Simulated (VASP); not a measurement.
Wanted: the native input for a VASP 6.6.1 run.

- Task: single point
- Functional: PBEsol
- Potentials or basis: VASP PAW PBE potentials, release 64 (Pt, Mn_pv)
- Cutoff: 520 eV
- k mesh: 9 × 9 × 4
- Occupations: fermi-dirac, width 0.05 eV
- Spin: collinear spin, ferromagnetic start
- Starting moments: [0.0, 0.0, 8.0] μB
- Fixed moment: 8 μB
- Dipole correction: no
- Further INCAR settings: ALGO = Normal; EDIFF = 1e-06; NBANDS = 28

The structure of MnPt2 lies in POSCAR:

```
MnPt2
1.0
    2.8584044518      0.0000000000      0.0000000000
   -1.4292022259      2.4754508696      0.0000000000
    0.0000000000      0.0000000000      6.5325040000
Pt Mn
2 1
Direct
    0.6666666667      0.3333333333      0.3162060000
    0.3333333333      0.6666666667      0.6837940000
    0.0000000000      0.0000000000      0.0000000000
```

These files were run (other wordings do the same):

INCAR

```
PREC     = Accurate       # precision mode
ENCUT    = 520            # plane-wave cutoff, eV
EDIFF    = 1E-6           # SCF threshold, eV
ISMEAR   = -1             # smearing method
SIGMA    = 0.05           # smearing width, eV
LREAL    = F              # projectors in reciprocal space
LASPH    = T              # aspherical terms in the spheres
NELM     = 150            # most SCF steps
ALGO     = Normal         # electronic algorithm
ISIF     = 2              # what is computed and relaxed
LWAVE    = F              # write WAVECAR
LCHARG   = F              # write CHGCAR
ISPIN    = 2              # spin polarisation
MAGMOM   = 0 0 8          # initial moments
LORBIT   = 11             # projections on sites
NUPDOWN  = 8.0            # fixed moment
LMAXMIX  = 4              # l up to which the mixer works
GGA      = PS             # functional
NBANDS   = 28             # bands
```

KPOINTS

```
Automatic mesh
0
Gamma
  9 9 4
```

Potentials or basis: VASP PAW PBE potentials, release 64 (Pt, Mn_pv).

The run is started by

```console
$ cat potpaw_PBE.64/Pt/POTCAR potpaw_PBE.64/Mn_pv/POTCAR > POTCAR
$ mpirun -np 1 vasp_std > vasp.out
```

Results of the run:

| Item | Value |
| --- | --- |
| Pressure | 14.3 GPa |
| Largest force | 1.469 eV/Å |
| Net moment | 8.00 μB per cell |
| Site moments | Pt +1.51; Mn +4.37 μB |
| Valence electrons inside the program's atomic spheres | Pt 9.17; Mn 11.57 |

Caveat: the stress differs along the axes, from 10 to 22 GPa; the PAW data sets were made with another functional, which shifts forces and pressure a little; the total moment is fixed, so each spin has its own Fermi level and the state may be an excited one.

Wall time 110 s on 1 thread of Intel(R) Xeon(R) Platinum 8175M CPU @ 2.50GHz (Skylake/Cascade Lake), on a shared host, peak memory 0.25 GiB.
